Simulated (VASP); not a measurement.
**Cu: single point with LDA**

The system is Cu.

```
Cu
1.0
     0.00000    1.75884    1.75884
     1.75884    0.00000    1.75884
     1.75884    1.75884    0.00000
Cu
1
Direct
  0.00000 0.00000 0.00000
```

```
Program             : VASP 6.6.1
Task                : single point
Functional          : LDA
Potentials or basis : VASP PAW LDA potentials, release 64 (Cu)
Cutoff              : 520 eV
k mesh              : 21 × 21 × 21
Occupations         : fermi-dirac, width 0.05 eV
Spin                : no spin polarisation
```

```
Pressure : 0.9 GPa
```

Levels at points of the mesh, in eV from the Fermi level:
```tsv
k point	band 2	band 3	band 4	band 5	band 6	band 7	band 8	band 9	band 10	band 11
(0.00, 0.00, 0.00)	-3.40	-3.40	-3.40	-2.45	-2.45	23.27	26.39	26.39	26.39	29.01
```

It took 12 s on 1 thread of Intel(R) Xeon(R) 6975P-C (Granite Rapids), with other jobs on the host, peak memory 0.14 GiB.
